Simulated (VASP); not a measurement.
# BeVN (P4/nmm) in VASP: single point with r2SCAN

Aim: the single point of BeVN with r2SCAN.

All numbers are computed with VASP 6.6.1; they aren't measurements. Logs are shortened: lines on timing, memory, paths and dates and some standing lists are left out, and cuts for length are marked.

## (1) The cell of the first run

It takes space group P4/nmm (No. 129, tetragonal). Conventional cell: a = 2.770 Å, b = 2.770 Å, c = 7.012 Å, α = 90.00°, β = 90.00°, γ = 90.00°. V (site symmetry 4mm) has 1 N at 1.75 Å within 2.3 Å. Be (site symmetry 4mm) has 5 N at 1.68 to 1.96 Å within 2.2 Å. N (site symmetry 4mm) has 5 Be at 1.68 to 1.96 Å and 1 V at 1.75 Å within 2.2 Å.

## (2) Single point, r2SCAN

Input file POSCAR:

```
BeVN
1.0
    2.7695980000      0.0000000000      0.0000000000
    0.0000000000      2.7695980000      0.0000000000
    0.0000000000      0.0000000000      7.0116390000
V Be N
2 2 2
Direct
    0.0000000000      0.5000000000      0.8748996290
    0.5000000000      0.0000000000      0.1251003710
    0.0000000000      0.5000000000      0.3859901719
    0.5000000000      0.0000000000      0.6140098281
    0.0000000000      0.5000000000      0.6255934034
    0.5000000000      0.0000000000      0.3744065966
```

Input file INCAR.step1:

```
PREC     = Accurate       # precision mode
ENCUT    = 520            # plane-wave cutoff, eV
ISMEAR   = -1             # smearing method
SIGMA    = 0.013          # smearing width, eV
LREAL    = False          # projectors in reciprocal space
LASPH    = True           # aspherical terms in the spheres
NELM     = 100            # most SCF steps
NBANDS   = 29             # bands
GGA      = PE             # functional
ALGO     = Normal         # electronic algorithm
EDIFF    = 1E-4           # SCF threshold, eV
LWAVE    = True           # write WAVECAR
LCHARG   = False          # write CHGCAR
```

Input file INCAR.step2:

```
PREC     = Accurate       # precision mode
ENCUT    = 520            # plane-wave cutoff, eV
EDIFF    = 1E-7           # SCF threshold, eV
ISMEAR   = -1             # smearing method
SIGMA    = 0.013          # smearing width, eV
LREAL    = False          # projectors in reciprocal space
LASPH    = True           # aspherical terms in the spheres
NELM     = 100            # most SCF steps
ALGO     = Normal         # electronic algorithm
ISIF     = 2              # what is computed and relaxed
LWAVE    = False          # write WAVECAR
LCHARG   = False          # write CHGCAR
METAGGA  = R2SCAN         # meta-GGA
LMIXTAU  = True         
NBANDS   = 29             # bands
ISTART   = 1
```

Input file KPOINTS:

```
regular mesh
0
Gamma
  9 9 4
```

Potentials or basis: VASP PAW PBE potentials, release 64 (V_sv, Be, N).

Launch:

```console
cat potpaw_PBE.64/V_sv/POTCAR potpaw_PBE.64/Be/POTCAR potpaw_PBE.64/N/POTCAR > POTCAR
cp INCAR.step1 INCAR
mpirun -np 1 vasp_std > vasp.out
cp INCAR.step2 INCAR
mpirun -np 1 vasp_std > vasp.out
```

OUTCAR:

```text
PREC = Accurate
   ENCUT = 520
   EDIFF = 1E-7
   ISMEAR = -1
   LREAL = False
   LASPH = True
   NELM = 100
   ISIF = 2
   METAGGA = R2SCAN
   ISTART = 1

 ion  position               nearest neighbor table
   1  0.000  0.500  0.875-   5 1.75   2 2.63   2 2.63   2 2.63   2 2.63
   2  0.500  0.000  0.125-   6 1.75   1 2.63   1 2.63   1 2.63   1 2.63
   3  0.000  0.500  0.386-   5 1.68   6 1.96   6 1.96   6 1.96   6 1.96
   4  0.500  0.000  0.614-   6 1.68   5 1.96   5 1.96   5 1.96   5 1.96
   5  0.000  0.500  0.626-   3 1.68   1 1.75   4 1.96   4 1.96   4 1.96   4 1.96
   6  0.500  0.000  0.374-   4 1.68   2 1.75   3 1.96   3 1.96   3 1.96   3 1.96

  LATTYP: Found a simple tetragonal cell.
 ALAT       =     2.7695980000
 C/A-ratio  =     2.5316450257

  Lattice vectors:

 A1 = (   2.7695980000,   0.0000000000,   0.0000000000)
 A2 = (   0.0000000000,   2.7695980000,   0.0000000000)
 A3 = (   0.0000000000,   0.0000000000,   7.0116390000)

Analysis of symmetry for initial positions (statically):
=====================================================================
 Subroutine PRICEL returns:
 Original cell was already a primitive cell.

 Routine SETGRP: Setting up the symmetry group for a
 simple tetragonal supercell.

 Subroutine GETGRP returns: Found 16 space group operations
 (whereof  8 operations were pure point group operations)
 out of a pool of 16 trial point group operations.

The static configuration has the point symmetry D_2d.
 The point group associated with its full space group is D_4h.

Analysis of symmetry for dynamics (positions and initial velocities):
=====================================================================
 Subroutine PRICEL returns:
 Original cell was already a primitive cell.

 Routine SETGRP: Setting up the symmetry group for a
 simple tetragonal supercell.

 Subroutine GETGRP returns: Found 16 space group operations
 (whereof  8 operations were pure point group operations)
 out of a pool of 16 trial point group operations.

The dynamic configuration has the point symmetry D_2d.
 The point group associated with its full space group is D_4h.

 Subroutine INISYM returns: Found 16 space group operations
 (whereof  8 operations are pure point group operations),
 and found     1 'primitive' translations

[... 101 lines left out ...]
   NELM   =    100;   NELMIN=  2; NELMDL=  0     # of ELM steps
   EDIFF  = 0.1E-06   stopping-criterion for ELM
   LREAL  =      F    real-space projection
   EDIFFG = 0.1E-05   stopping-criterion for IOM
   NSW    =      0    number of steps for IOM
   IBRION =     -1    ionic relax: 0-MD 1-quasi-New 2-CG
   NFREE  =      0    steps in history (QN), initial steepest desc. (CG)
   ISIF   =      2    stress and relaxation
   ISYM   =      2    0-nonsym 1-usesym 2-fastsym
   POTIM  = 0.5000    time-step for ionic-motion
   TEBEG  =    0.0;   TEEND  =   0.0 temperature during run
   PSTRESS=    0.0 pullay stress
   NELECT =      40.0000    total number of electrons
   NUPDOWN=      -1.0000    fix difference up-down
   EMIN   =  10.00;   EMAX   =-10.00  energy-range for DOS
   EFERMI =   0.00;   METHOD = LEGACY
   ISMEAR =    -1;   SIGMA  =   0.01  broadening in eV -4-tet -1-fermi 0-gaus
   EFERMI_NEDOS =   21; number of points for ismear=-14 and -15
   IALGO  =     38    algorithm
   IMIX   =      4    mixing-type and parameters
     AMIX     =   0.40;   BMIX     =  1.00
     AMIX_MAG =   1.60;   BMIX_MAG =  1.00
  volume/ion in A,a.u.               =       8.96        60.49
  Fermi-wavevector in a.u.,A,eV,Ry     =   1.483237  2.802911 29.932700  2.199991
  Thomas-Fermi vector in A             =   2.596923
   LORBIT       =      0    0 simple, 1 ext, 2 COOP (PROOUT), +10 PAW based schemes
   METAGGA = R2SCAN    functional components
   LHFCALC =     F    Hartree Fock is set to
   AEXX    =    0.0000 exact exchange contribution
   IVDW    =     0    specifies the selected vdW correction
   LEPSILON=     F    determine dielectric tensor
   LRPA    =     F    only Hartree local field effects (RPA)
 non-spin polarized calculation
  energy-cutoff  :      520.00
  volume of cell :       53.78
 maximum number of plane-waves:      1463
 NGX is ok and might be reduce to    24
   NGX = 11   NGY = 11   NGZ = 27

 number of electron      40.0000008 magnetization

 Free energy of the ion-electron system (eV)
  ---------------------------------------------------
  ext. energy  EPLUGINS =         0.00000000
  ---------------------------------------------------
  free energy    TOTEN  =       -58.00471935 eV

  energy without entropy =      -58.00376056  energy(sigma->0) =      -58.00423995

 E-fermi :   9.4215     XC(G=0): -13.1721

 val. band max:        9.3887232614   @ k =   0.3333   0.0000   0.5000
 cond. band min:       9.4312379535   @ k =   0.3333   0.0000   0.2500
 fundamental gap:      0.0425146921
 Fermi energy:         9.4214595006

 k-point     1 :       0.0000    0.0000    0.0000
  band No.  band energies     occupation
      1     -57.8810      2.00000
      2     -57.7311      2.00000
      3     -31.0635      2.00000
      4     -30.6477      2.00000
      5     -30.3603      2.00000
      6     -30.3603      2.00000
[... 757 lines left out ...]
     28      13.6647      0.00000
     29      17.2237      0.00000

 [... further k-points ...]

------------------------ aborting loop because EDIFF is reached ----------------------------------------

  FORCE on cell =-STRESS in cart. coord.  units (eV):
  Direction    XX          YY          ZZ          XY          YZ          ZX
  --------------------------------------------------------------------------------------
  -------------------------------------------------------------------------------------
  Total        0.2773048      0.2773048      6.9865286      0.0000000     -0.0000000      0.0000000
  in kB        8.2606625      8.2606625    208.1224846      0.0000000     -0.0000000      0.0000000
  external PRESSURE =      74.8812699 kB  Pullay stress =       0.0000000 kB

 VOLUME and BASIS-vectors are now :
 -----------------------------------------------------------------------------
  energy-cutoff  :      520.00
  volume of cell :       53.78
      direct lattice vectors                 reciprocal lattice vectors
     2.769598000  0.000000000  0.000000000     0.361063230  0.000000000  0.000000000
     0.000000000  2.769598000  0.000000000     0.000000000  0.361063230  0.000000000
     0.000000000  0.000000000  7.011639000     0.000000000  0.000000000  0.142620007

 POSITION                                       TOTAL-FORCE (eV/Angst)
 -----------------------------------------------------------------------------------
      0.00000      1.38480      6.13448         0.000000     -0.000000      0.179946
      1.38480      0.00000      0.87716         0.000000      0.000000     -0.179946
      0.00000      1.38480      2.70642        -0.000000      0.000000      0.010313
      1.38480      0.00000      4.30522         0.000000      0.000000     -0.010313
      0.00000      1.38480      4.38644         0.000000      0.000000     -0.165636
      1.38480      0.00000      2.62520        -0.000000      0.000000      0.165636
 -----------------------------------------------------------------------------------
    total drift:                                0.000000      0.000000      0.000000

  FREE ENERGIE OF THE ION-ELECTRON SYSTEM (eV)
  ---------------------------------------------------
  free  energy   TOTEN  =       -58.0047193526 eV

  energy  without entropy=      -58.0037605559  energy(sigma->0) =      -58.00423995
```

OSZICAR.step1:

```text
N       E                     dE             d eps       ncg     rms          rms(c)
DAV:   1     0.479921656325E+03    0.47992E+03   -0.23090E+04  2626   0.149E+03
DAV:   2    -0.152681736888E+02   -0.49519E+03   -0.47622E+03  2690   0.473E+02
DAV:   3    -0.514847491682E+02   -0.36217E+02   -0.35362E+02  3304   0.131E+02
DAV:   4    -0.524997055208E+02   -0.10150E+01   -0.10116E+01  3089   0.203E+01
DAV:   5    -0.525158577248E+02   -0.16152E-01   -0.16149E-01  3163   0.263E+00    0.379E+01
DAV:   6    -0.504763328606E+02    0.20395E+01   -0.71904E+01  3366   0.641E+01    0.206E+01
DAV:   7    -0.457455942575E+02    0.47307E+01   -0.55123E+01  3259   0.590E+01    0.144E+01
DAV:   8    -0.445853667603E+02    0.11602E+01   -0.59220E+00  3010   0.168E+01    0.439E+00
DAV:   9    -0.443979107243E+02    0.18746E+00   -0.74046E-01  3300   0.532E+00    0.130E+00
DAV:  10    -0.444050184619E+02   -0.71077E-02   -0.10158E-01  3202   0.211E+00    0.842E-01
DAV:  11    -0.443962692824E+02    0.87492E-02   -0.28671E-02  3281   0.137E+00    0.152E-01
DAV:  12    -0.443964120374E+02   -0.14276E-03   -0.28078E-03  2455   0.296E-01    0.911E-02
DAV:  13    -0.443963891641E+02    0.22873E-04   -0.32812E-04  2521   0.167E-01
   1 F= -.44396389E+02 E0= -.44396002E+02  d E =-.774941E-03
```

It took 3.3 min on 1 thread of AMD EPYC 9R45 (Zen 5), shared host; peak memory 0.19 GiB.

What came out:

```yaml
Free_energy: -58.0047 eV
Pressure: 7.5 GPa
Largest_force: 0.180 eV/Å
Band_gap_on_the_k_mesh: zero (band 20 reaches 9.47 eV, above the bottom of band 21 at 9.37 eV)
```

Forces in eV/Å, atoms in the order of the input:
```
V    0.000  0.000  0.180
V    0.000  0.000 -0.180
Be   0.000  0.000  0.010
Be   0.000  0.000 -0.010
N    0.000  0.000 -0.166
N    0.000  0.000  0.166
```

Caveat: the PAW data sets were made with another functional, which shifts forces and pressure a little; the run has no spin polarisation, though such a crystal can be magnetic.
